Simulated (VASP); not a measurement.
# Ru (P6_3/mmc) in VASP: notebook

Aim: see how the results for Ru move with the level of theory and the settings. Levels: PBEsol, PBE. Tasks: single point.

Everything below comes from runs of VASP 6.6.1. Logs are shortened: lines on timing, memory, paths and dates and some standing lists are left out, and cuts for length are marked.

### Step 1. The cell of the first run

Symmetry: P6_3/mmc, No. 194, hexagonal system. Conventional cell: a = 2.689 Å, b = 2.689 Å, c = 4.254 Å, α = 90.00°, β = 90.00°, γ = 120.00°. Within 3.5 Å of Ru (site symmetry -6m2) lie 12 Ru at 2.63 to 2.69 Å.

### Step 2. Single point, PBEsol

Input file INCAR:

```
  ALGO = Normal
  EDIFF = 1E-6
  ENCUT = 520
  GGA = PS
  ISIF = 2
  ISMEAR = -1
  LASPH = True
  LCHARG = False
  LREAL = False
  LWAVE = False
  NBANDS = 21
  NELM = 80
  PREC = Accurate
  SIGMA = 0.05
```

Input file KPOINTS:

```
k-points
0
Gamma
  11 11 6
```

Input file POSCAR:

```
Ru
1.0
    2.6893105294      0.0000000000      0.0000000000
   -1.3446552647      2.3290112371      0.0000000000
    0.0000000000      0.0000000000      4.2541537500
Ru
2
Direct
    0.6666666667      0.3333333333      0.7500000000
    0.3333333333      0.6666666667      0.2500000000
```

Potentials or basis: VASP PAW PBE potentials, release 64 (Ru_pv).

Started as:

```
> cat potpaw_PBE.64/Ru_pv/POTCAR > POTCAR
> mpirun -np 1 vasp_std > vasp.out
```

OUTCAR:

```text
EDIFF = 1E-6
   ENCUT = 520
   GGA = PS
   ISIF = 2
   ISMEAR = -1
   LASPH = True
   LREAL = False
   NELM = 80
   PREC = Accurate

 ion  position               nearest neighbor table
   1  0.667  0.333  0.750-   2 2.63   2 2.63   2 2.63   2 2.63   2 2.63   2 2.63
   2  0.333  0.667  0.250-   1 2.63   1 2.63   1 2.63   1 2.63   1 2.63   1 2.63

  LATTYP: Found a hexagonal cell.
 ALAT       =     2.6893105294
 C/A-ratio  =     1.5818752440

  Lattice vectors:

 A1 = (   2.6893105294,   0.0000000000,   0.0000000000)
 A2 = (  -1.3446552647,   2.3290112371,   0.0000000000)
 A3 = (   0.0000000000,   0.0000000000,   4.2541537500)

Analysis of symmetry for initial positions (statically):
=====================================================================
 Subroutine PRICEL returns:
 Original cell was already a primitive cell.

 Routine SETGRP: Setting up the symmetry group for a
 hexagonal supercell.

 Subroutine GETGRP returns: Found 24 space group operations
 (whereof 12 operations were pure point group operations)
 out of a pool of 24 trial point group operations.

The static configuration has the point symmetry D_3d.
 The point group associated with its full space group is D_6h.

Analysis of symmetry for dynamics (positions and initial velocities):
=====================================================================
 Subroutine PRICEL returns:
 Original cell was already a primitive cell.

 Routine SETGRP: Setting up the symmetry group for a
 hexagonal supercell.

 Subroutine GETGRP returns: Found 24 space group operations
 (whereof 12 operations were pure point group operations)
 out of a pool of 24 trial point group operations.

The dynamic configuration has the point symmetry D_3d.
 The point group associated with its full space group is D_6h.

 Subroutine INISYM returns: Found 24 space group operations
 (whereof 12 operations are pure point group operations),
 and found     1 'primitive' translations

----------------------------------------------------------------------------------------

                                     Primitive cell

  volume of cell :      26.6456

  direct lattice vectors                    reciprocal lattice vectors
     2.689310529  0.000000000  0.000000000     0.371842518  0.214683378  0.000000000
    -1.344655265  2.329011237  0.000000000     0.000000000  0.429366756  0.000000000
     0.000000000  0.000000000  4.254153750     0.000000000  0.000000000  0.235064377

  length of vectors
     2.689310529  2.689310529  4.254153750     0.429366756  0.429366756  0.235064377

  position of ions in fractional coordinates (direct lattice)
     0.666666667  0.333333333  0.750000000
     0.333333333  0.666666667  0.250000000

  ion indices of the primitive-cell ions
   primitive index   ion index
                 1           1
                 2           2

----------------------------------------------------------------------------------------

 KPOINTS: k-points

Automatic generation of k-mesh.
 Grid dimensions read from file:
 generate k-points for:   11   11    6

 Generating k-lattice:

  Cartesian coordinates                     Fractional coordinates (reciprocal lattice)
     0.033803865  0.019516671  0.000000000     0.090909091 -0.000000000  0.000000000
     0.000000000  0.039033341  0.000000000     0.000000000  0.090909091  0.000000000
     0.000000000  0.000000000  0.039177396     0.000000000  0.000000000  0.166666667

  Length of vectors
     0.039033341  0.039033341  0.039177396

  Shift w.r.t. Gamma in fractional coordinates (k-lattice)
     0.000000000  0.000000000  0.000000000

 Subroutine IBZKPT returns following result:
 ===========================================

 Found     64 irreducible k-points:

 Following reciprocal coordinates:
            Coordinates               Weight
  0.000000  0.000000  0.000000      1.000000
  0.090909  0.000000  0.000000      6.000000
  0.181818  0.000000  0.000000      6.000000
  0.272727  0.000000  0.000000      6.000000
  0.363636  0.000000  0.000000      6.000000
  0.454545  0.000000  0.000000      6.000000
[... 16 lines left out ...]
  0.090909  0.090909  0.166667     12.000000
  0.181818  0.090909  0.166667     24.000000
 [... further k-points ...]
   k-points           NKPTS =     64   k-points in BZ     NKDIM =     64   number of bands    NBANDS=     21
   number of dos      NEDOS =    301   number of ions     NIONS =      2
   total plane-waves  NPLWV =  12800
   dimension x,y,z NGX =    20 NGY =   20 NGZ =   32
   dimension x,y,z NGXF=    40 NGYF=   40 NGZF=   64
   ions per type =               2
   NGX,Y,Z   is equivalent  to a cutoff of  12.36, 12.36, 12.51 a.u.
   NGXF,Y,Z  is equivalent  to a cutoff of  24.73, 24.73, 25.01 a.u.
 SYSTEM =  unknown system
   PREC   = accura    normal or accurate (medium, high low for compatibility)
   ISTART =      0    job   : 0-new  1-cont  2-samecut
   ICHARG =      2    charge: 1-file 2-atom 10-const
   ISPIN  =      1    spin polarized calculation?
   LNONCOLLINEAR =      F non collinear calculations
   LSORBIT =      F    spin-orbit coupling
   LASPH  =      T    aspherical Exc in radial PAW
   ENCUT  =  520.0 eV  38.22 Ry    6.18 a.u.   5.00  5.00  7.91*2*pi/ulx,y,z
   NELM   =     80;   NELMIN=  2; NELMDL= -5     # of ELM steps
   EDIFF  = 0.1E-05   stopping-criterion for ELM
   LREAL  =      F    real-space projection
   EDIFFG = 0.1E-04   stopping-criterion for IOM
   NSW    =      0    number of steps for IOM
   IBRION =     -1    ionic relax: 0-MD 1-quasi-New 2-CG
   NFREE  =      0    steps in history (QN), initial steepest desc. (CG)
   ISIF   =      2    stress and relaxation
   ISYM   =      2    0-nonsym 1-usesym 2-fastsym
   POTIM  = 0.5000    time-step for ionic-motion
   TEBEG  =    0.0;   TEEND  =   0.0 temperature during run
   PSTRESS=    0.0 pullay stress
   NELECT =      28.0000    total number of electrons
   NUPDOWN=      -1.0000    fix difference up-down
   EMIN   =  10.00;   EMAX   =-10.00  energy-range for DOS
   EFERMI =   0.00;   METHOD = LEGACY
   ISMEAR =    -1;   SIGMA  =   0.05  broadening in eV -4-tet -1-fermi 0-gaus
   EFERMI_NEDOS =   21; number of points for ismear=-14 and -15
   IALGO  =     38    algorithm
   IMIX   =      4    mixing-type and parameters
     AMIX     =   0.40;   BMIX     =  1.00
     AMIX_MAG =   1.60;   BMIX_MAG =  1.00
  volume/ion in A,a.u.               =      13.32        89.91
  Fermi-wavevector in a.u.,A,eV,Ry     =   1.664379  3.145221 37.690287  2.770158
  Thomas-Fermi vector in A             =   2.750933
   LORBIT       =      0    0 simple, 1 ext, 2 COOP (PROOUT), +10 PAW based schemes
   GGA     = PS    functional components
   LHFCALC =     F    Hartree Fock is set to
   AEXX    =    0.0000 exact exchange contribution
   IVDW    =     0    specifies the selected vdW correction
   LEPSILON=     F    determine dielectric tensor
   LRPA    =     F    only Hartree local field effects (RPA)
 non-spin polarized calculation
  energy-cutoff  :      520.00
  volume of cell :       26.65
 maximum number of plane-waves:       735
 NGX is ok and might be reduce to    20
   NGX =  9   NGY =  9   NGZ = 15

 number of electron      27.9999998 magnetization

 Free energy of the ion-electron system (eV)
  ---------------------------------------------------
  ext. energy  EPLUGINS =         0.00000000
  ---------------------------------------------------
  free energy    TOTEN  =       -20.33817657 eV

  energy without entropy =      -20.32176310  energy(sigma->0) =      -20.32996984

 E-fermi :  12.9756     XC(G=0): -14.3982

 val. band max:       12.9733245097   @ k =   0.3636   0.0000   0.3333
 cond. band min:      12.9960658453   @ k =   0.2727   0.1818   0.1667
 fundamental gap:      0.0227413356
 Fermi energy:        12.9755703186

 k-point     1 :       0.0000    0.0000    0.0000
  band No.  band energies     occupation
      1     -30.6303      2.00000
      2     -29.6307      2.00000
      3     -29.6307      2.00000
      4     -29.4490      2.00000
      5     -29.4490      2.00000
      6     -29.4054      2.00000
[... 13 lines left out ...]
     20      23.3032      0.00000
     21      23.6029      0.00000

 k-point     2 :       0.0909    0.0000    0.0000
  band No.  band energies     occupation
      1     -30.6004      2.00000
      2     -29.6943      2.00000
      3     -29.6521      2.00000
      4     -29.5153      2.00000
      5     -29.4577      2.00000
      6     -29.4193      2.00000
[... 13 lines left out ...]
     20      23.3032      0.00000
     21      23.5603      0.00000

 k-point     3 :       0.1818    0.0000    0.0000
  band No.  band energies     occupation
      1     -30.5151      2.00000
      2     -29.8653      2.00000
      3     -29.7074      2.00000
      4     -29.6889      2.00000
      5     -29.4827      2.00000
      6     -29.4615      2.00000
[... 13 lines left out ...]
     20      23.3030      0.00000
     21      23.4380      0.00000

 k-point     4 :       0.2727    0.0000    0.0000
  band No.  band energies     occupation
      1     -30.3889      2.00000
      2     -30.0890      2.00000
      3     -29.9072      2.00000
      4     -29.7767      2.00000
      5     -29.5310      2.00000
      6     -29.5181      2.00000
[... 13 lines left out ...]
     20      23.3027      0.00000
     21      23.3476      0.00000

 k-point     5 :       0.3636    0.0000    0.0000
  band No.  band energies     occupation
      1     -30.2938      2.00000
      2     -30.2463      2.00000
      3     -30.0998      2.00000
      4     -29.8379      2.00000
      5     -29.6212      2.00000
      6     -29.5522      2.00000
[... 13 lines left out ...]
     20      23.3032      0.00000
     21      23.3463      0.00000
[... 382 lines left out ...]
     20      23.3024      0.00000
     21      24.3074      0.00000

 k-point    22 :       0.4545    0.0000    0.1667
  band No.  band energies     occupation
      1     -30.4761      2.00000
      2     -30.2805      2.00000
      3     -30.0255      2.00000
      4     -29.8537      2.00000
      5     -29.6758      2.00000
      6     -29.5936      2.00000
[... 13 lines left out ...]
     20      23.3000      0.00000
     21      23.7676      0.00000

 k-point    23 :       0.0909    0.0909    0.1667
  band No.  band energies     occupation
      1     -30.4825      2.00000
      2     -29.7763      2.00000
      3     -29.7291      2.00000
      4     -29.6464      2.00000
      5     -29.4989      2.00000
      6     -29.4752      2.00000
[... 13 lines left out ...]
     20      23.3030      0.00000
     21      24.8417      0.00000

 k-point    24 :       0.1818    0.0909    0.1667
  band No.  band energies     occupation
      1     -30.4080      2.00000
      2     -29.9479      2.00000
      3     -29.8960      2.00000
      4     -29.7294      2.00000
      5     -29.5474      2.00000
      6     -29.5121      2.00000
[... 13 lines left out ...]
     20      23.3028      0.00000
     21      24.9379      0.00000

 [... further k-points ...]

------------------------ aborting loop because EDIFF is reached ----------------------------------------

  FORCE on cell =-STRESS in cart. coord.  units (eV):
  Direction    XX          YY          ZZ          XY          YZ          ZX
  --------------------------------------------------------------------------------------
  -------------------------------------------------------------------------------------
  Total       -0.0055521     -0.0055521      0.0025524      0.0000000     -0.0000000      0.0000000
  in kB       -0.3338421     -0.3338421      0.1534751      0.0000000     -0.0000000      0.0000000
  external PRESSURE =      -0.1714030 kB  Pullay stress =       0.0000000 kB

 VOLUME and BASIS-vectors are now :
 -----------------------------------------------------------------------------
  energy-cutoff  :      520.00
  volume of cell :       26.65
      direct lattice vectors                 reciprocal lattice vectors
     2.689310529  0.000000000  0.000000000     0.371842518  0.214683378  0.000000000
    -1.344655265  2.329011237  0.000000000     0.000000000  0.429366756  0.000000000
     0.000000000  0.000000000  4.254153750     0.000000000  0.000000000  0.235064377

 POSITION                                       TOTAL-FORCE (eV/Angst)
 -----------------------------------------------------------------------------------
      1.34466      0.77634      3.19062         0.000000      0.000000      0.000000
     -0.00000      1.55267      1.06354        -0.000000     -0.000000      0.000000
 -----------------------------------------------------------------------------------
    total drift:                               -0.000000      0.000000     -0.000000

  FREE ENERGIE OF THE ION-ELECTRON SYSTEM (eV)
  ---------------------------------------------------
  free  energy   TOTEN  =       -20.3381765721 eV

  energy  without entropy=      -20.3217631026  energy(sigma->0) =      -20.32996984
```

Wall time 12 s (1 thread of Intel Xeon 6975P-C (Granite Rapids), shared host); peak memory 0.14 GiB.

Results:

| Quantity | Value |
| --- | --- |
| Free energy | -20.3382 eV |
| Pressure | 0.0 GPa |
| Band gap on the k mesh | zero (band 14 reaches 14.59 eV, above the bottom of band 15 at 11.43 eV) |

Caveat: the PAW data sets were made with another functional, which shifts forces and pressure a little.

### Step 3. Single point, PBE

This run uses another cell than the first one, of 13.57 Å³/atom, 1.019 times its volume.

Input file INCAR:

```
PREC = Accurate
ENCUT = 520
EDIFF = 1E-7
ISMEAR = 0
SIGMA = 0.014
LREAL = F
LASPH = T
NELM = 80
ALGO = Normal
ISIF = 2
LWAVE = F
LCHARG = F
GGA = PE
NBANDS = 21
```

Input file KPOINTS:

```
Automatic mesh
0
Gamma
  11 11 6
```

Input file POSCAR:

```
Ru
1.0
    2.7058000000      0.0000000000      0.0000000000
   -1.3529000000      2.3432915376      0.0000000000
    0.0000000000      0.0000000000      4.2819000000
Ru
2
Direct
    0.6666666667      0.3333333333      0.7500000000
    0.3333333333      0.6666666667      0.2500000000
```

Potentials or basis: VASP PAW PBE potentials, release 64 (Ru_pv).

Started as:

```
> cat potpaw_PBE.64/Ru_pv/POTCAR > POTCAR
> mpirun -np 1 vasp_std > vasp.out
```

Wall time 12 s (1 thread of Intel Xeon 6975P-C (Granite Rapids), shared host); peak memory 0.15 GiB.

The run converged. Its results:

```
Free energy            : -18.4504 eV
Pressure               : 4.4 GPa
Band gap on the k mesh : zero (band 14 reaches 14.34 eV, above the bottom of band 15 at 11.27 eV)
```

Stress tensor (GPa, compression positive):
```
4.38 0.00 0.00
0.00 4.38 0.00
0.00 0.00 4.50
```

Levels at points of the mesh, in eV from the Fermi level:
```tsv
k point	band 12	band 13	band 14	band 15	band 16	band 17
(0.00, 0.00, 0.00)	-1.86	-1.86	-1.34	-1.34	1.24	1.24
(0.00, 0.00, 0.50)	-2.71	-2.66	-2.66	0.60	0.60	0.60
```

### Step 4. Single point, PBE

This run uses another cell than the first one, of 13.57 Å³/atom, 1.019 times its volume.

Input file INCAR:

```
PREC = Accurate ; ENCUT = 520
EDIFF = 1E-6 ; ISMEAR = 0
SIGMA = 0.015 ; LREAL = False
LASPH = True ; NELM = 100
ALGO = Normal ; ISIF = 2
LWAVE = False ; LCHARG = True
GGA = PE ; LELF = True
LVHAR = True ; NBANDS = 21
```

KPOINTS is that of step 3.

POSCAR is that of step 3.

Started as:

```
> cat potpaw_PBE.64/Ru_pv/POTCAR > POTCAR
> mpirun -np 1 vasp_std > vasp.out
```

Run time: 12 s. Hardware: 1 thread of Intel Xeon 6975P-C (Granite Rapids), shared host; peak memory 0.15 GiB.

It converged, with:

```yaml
Free_energy: -18.4504 eV
Pressure: 4.4 GPa
Band_gap_on_the_k_mesh: zero (band 14 reaches 14.34 eV, above the bottom of band 15 at 11.27 eV)
```

Stress tensor (GPa, compression positive):
```
4.40 0.00 0.00
0.00 4.40 0.00
0.00 0.00 4.48
```

Levels at points of the mesh, in eV from the Fermi level:
```tsv
k point	band 11	band 12	band 13	band 14	band 15	band 16	band 17	band 18
(0.00, 0.00, 0.00)	-2.37	-1.86	-1.86	-1.34	-1.34	1.24	1.24	1.34
(0.00, 0.00, 0.50)	-2.71	-2.71	-2.66	-2.66	0.60	0.60	0.60	0.60
```

### Step 5. The runs side by side

```csv
level,cell,smearing,gap on the mesh (eV),pressure (GPa)
PBEsol,"a = 2.689, b = 2.689, c = 4.254 Å, angles 90.0, 90.0, 120.0°, 2 atoms",fermi-dirac 0.05 eV,none,0.0
PBE,"a = 2.706, b = 2.706, c = 4.282 Å, angles 90.0, 90.0, 120.0°, 2 atoms",gaussian 0.014 eV,none,4.4
PBE,"a = 2.706, b = 2.706, c = 4.282 Å, angles 90.0, 90.0, 120.0°, 2 atoms",gaussian 0.015 eV,none,4.4
```

Alike in all rows: task single point; potentials or basis VASP PAW PBE potentials, release 64 (Ru_pv); no spin polarisation; k mesh 11 × 11 × 6; cutoff (eV) 520.

Caveats: the PAW data sets were made with another functional, which shifts forces and pressure a little (some runs).

Total energies depend on the potentials used, so only differences within one code and one set of settings carry meaning.
